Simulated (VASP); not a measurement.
# Li3Dy (Fm-3m) in VASP: notebook, part 2 of 2

VASP 6.6.1. The steps go on from the part before.

## 3. Single point, PBE

This run uses another cell than the first one, of 22.87 Å³/atom.

Contents of INCAR:

```
PREC = Accurate
ENCUT = 750
EDIFF = 1E-6
ISMEAR = 0
SIGMA = 0.1
LREAL = F
LASPH = T
NELM = 200
ALGO = Normal
ISIF = 2
LWAVE = F
LCHARG = F
GGA = PE
NBANDS = 17
GGA_COMPAT = F
LMAXMIX = 6
```

Contents of KPOINTS:

```
Automatic mesh
0
Gamma
  4 4 4
```

Contents of POSCAR:

```
Li3Dy
1.0
    0.0000000000      3.5761058169      3.5761058169
    3.5761058169      0.0000000000      3.5761058169
    3.5761058169      3.5761058169      0.0000000000
Li Dy
3 1
Direct
    0.5000000000      0.5000000000      0.5000000000
    0.2500000000      0.2500000000      0.2500000000
    0.7500000000      0.7500000000      0.7500000000
    0.0000000000      0.0000000000      0.0000000000
```

Potentials or basis: VASP PAW PBE potentials, release 64 (Li_sv, Dy_3), 4f in core.

Run with:

```bash
$ cat potpaw_PBE.64/Li_sv/POTCAR potpaw_PBE.64/Dy_3/POTCAR > POTCAR
$ mpirun -np 1 vasp_std > vasp.out
```

OUTCAR:

```text
PREC = Accurate
   ENCUT = 750
   EDIFF = 1E-6
   ISMEAR = 0
   LREAL = F
   LASPH = T
   NELM = 200
   ISIF = 2
   GGA = PE

 ion  position               nearest neighbor table
   1  0.500  0.500  0.500-
   2  0.250  0.250  0.250-   4 3.10   4 3.10   4 3.10   4 3.10
   3  0.750  0.750  0.750-   4 3.10   4 3.10   4 3.10   4 3.10
   4  0.000  0.000  0.000-   3 3.10   3 3.10   3 3.10   2 3.10   3 3.10   2 3.10   2 3.10   2 3.10

  LATTYP: Found a face centered cubic cell.
 ALAT       =     7.1522116338

  Lattice vectors:

 A1 = (   0.0000000000,   3.5761058169,   3.5761058169)
 A2 = (   3.5761058169,   0.0000000000,   3.5761058169)
 A3 = (   3.5761058169,   3.5761058169,   0.0000000000)

Analysis of symmetry for initial positions (statically):
=====================================================================
 Subroutine PRICEL returns:
 Original cell was already a primitive cell.

 Routine SETGRP: Setting up the symmetry group for a
 face centered cubic supercell.

 Subroutine GETGRP returns: Found 48 space group operations
 (whereof 48 operations were pure point group operations)
 out of a pool of 48 trial point group operations.

The static configuration has the point symmetry O_h .

Analysis of symmetry for dynamics (positions and initial velocities):
=====================================================================
 Subroutine PRICEL returns:
 Original cell was already a primitive cell.

 Routine SETGRP: Setting up the symmetry group for a
 face centered cubic supercell.

 Subroutine GETGRP returns: Found 48 space group operations
 (whereof 48 operations were pure point group operations)
 out of a pool of 48 trial point group operations.

The dynamic configuration has the point symmetry O_h .

 Subroutine INISYM returns: Found 48 space group operations
[... 101 lines left out ...]
   IALGO  =     38    algorithm
   IMIX   =      4    mixing-type and parameters
     AMIX     =   0.40;   BMIX     =  1.00
     AMIX_MAG =   1.60;   BMIX_MAG =  1.00
  volume/ion in A,a.u.               =      22.87       154.31
  Fermi-wavevector in a.u.,A,eV,Ry     =   0.952238  1.799468 12.337169  0.906756
  Thomas-Fermi vector in A             =   2.080782
   LORBIT       =      0    0 simple, 1 ext, 2 COOP (PROOUT), +10 PAW based schemes
   GGA     = PE    functional components
   LHFCALC =     F    Hartree Fock is set to
   AEXX    =    0.0000 exact exchange contribution
   IVDW    =     0    specifies the selected vdW correction
   LEPSILON=     F    determine dielectric tensor
   LRPA    =     F    only Hartree local field effects (RPA)
 non-spin polarized calculation
 Gauss-broadening in eV      SIGMA  =   0.10
  energy-cutoff  :      750.00
  volume of cell :       91.47
 maximum number of plane-waves:      4314
 NGX is ok and might be reduce to    48
   NGX = 23   NGY = 23   NGZ = 23

 number of electron      18.0000002 magnetization

 Free energy of the ion-electron system (eV)
  ---------------------------------------------------
  ext. energy  EPLUGINS =         0.00000000
  ---------------------------------------------------
  free energy    TOTEN  =        -9.40701678 eV

  energy without entropy =       -9.38285602  energy(sigma->0) =       -9.39493640

 E-fermi :   1.5275     XC(G=0):  -8.0956

 val. band max:        1.5002415169   @ k =   0.0000   0.0000   0.0000
 cond. band min:       1.5991071829   @ k =   0.2500   0.0000   0.0000
 fundamental gap:      0.0988656660
 Fermi energy:         1.5275387016

 k-point     1 :       0.0000    0.0000    0.0000
  band No.  band energies     occupation
      1     -44.4756      2.00000
      2     -44.4720      2.00000
      3     -44.3810      2.00000
      4     -22.6325      2.00000
      5     -22.6325      2.00000
      6     -22.6325      2.00000
[... 137 lines left out ...]
      4     -22.6410      2.00000
      5     -22.6410      2.00000
      6     -22.6382      2.00000
[... 9 lines left out ...]
     16       8.2618      0.00000
     17       8.6983      0.00000

------------------------ aborting loop because EDIFF is reached ----------------------------------------

  FORCE on cell =-STRESS in cart. coord.  units (eV):
  Direction    XX          YY          ZZ          XY          YZ          ZX
  --------------------------------------------------------------------------------------
  -------------------------------------------------------------------------------------
  Total        0.0305053      0.0305053      0.0305053     -0.0000000     -0.0000000      0.0000000
  in kB        0.5343488      0.5343488      0.5343488     -0.0000000     -0.0000000      0.0000000
  external PRESSURE =       0.5343488 kB  Pullay stress =       0.0000000 kB

 VOLUME and BASIS-vectors are now :
 -----------------------------------------------------------------------------
  energy-cutoff  :      750.00
  volume of cell :       91.47
      direct lattice vectors                 reciprocal lattice vectors
     0.000000000  3.576105817  3.576105817    -0.139816892  0.139816892  0.139816892
     3.576105817  0.000000000  3.576105817     0.139816892 -0.139816892  0.139816892
     3.576105817  3.576105817  0.000000000     0.139816892  0.139816892 -0.139816892

 POSITION                                       TOTAL-FORCE (eV/Angst)
 -----------------------------------------------------------------------------------
      3.57611      3.57611      3.57611        -0.000000     -0.000000     -0.000000
      1.78805      1.78805      1.78805        -0.000000     -0.000000     -0.000000
      5.36416      5.36416      5.36416         0.000000      0.000000      0.000000
      0.00000      0.00000      0.00000        -0.000000     -0.000000     -0.000000
 -----------------------------------------------------------------------------------
    total drift:                               -0.000000     -0.000000      0.000000

  FREE ENERGIE OF THE ION-ELECTRON SYSTEM (eV)
  ---------------------------------------------------
  free  energy   TOTEN  =        -9.4070167760 eV

  energy  without entropy=       -9.3828560234  energy(sigma->0) =       -9.39493640
```

Wall time 16 s (1 thread of AMD EPYC 9R45 (Zen 5), shared host); peak memory 0.28 GiB.

Results:

```
Free energy            : -9.4070 eV
Pressure               : 0.1 GPa
Band gap on the k mesh : zero (bands 9 and 10 overlap by 0.85 eV)
```

Levels at points of the mesh, in eV from the Fermi level:
| k point | band 5 | band 6 | band 7 | band 8 | band 9 | band 10 | band 11 | band 12 | band 13 | band 14 |
| --- | --- | --- | --- | --- | --- | --- | --- | --- | --- | --- |
| (0.00, 0.00, 0.00) | -24.16 | -24.16 | -4.16 | -0.03 | -0.03 | -0.03 | 1.52 | 1.52 | 3.57 | 3.57 |
| (0.50, 0.00, 0.00) | -24.16 | -24.16 | -2.64 | -1.58 | -0.10 | -0.10 | 1.70 | 1.96 | 1.96 | 3.04 |
| (0.50, 0.50, 0.00) | -24.17 | -24.17 | -2.16 | -0.94 | -0.24 | 0.49 | 0.49 | 1.16 | 2.02 | 2.02 |

Caveat: the k points lie up to 0.38 Å⁻¹ apart, too coarse for converged energies and pressures of a metal; spin-orbit coupling is left out, which moves the levels of the heavy elements; the 4f electrons are frozen in the core, so they carry no moment and show no levels. Spin polarisation is off, so any magnetic state and its effect on volume and gap are missing.
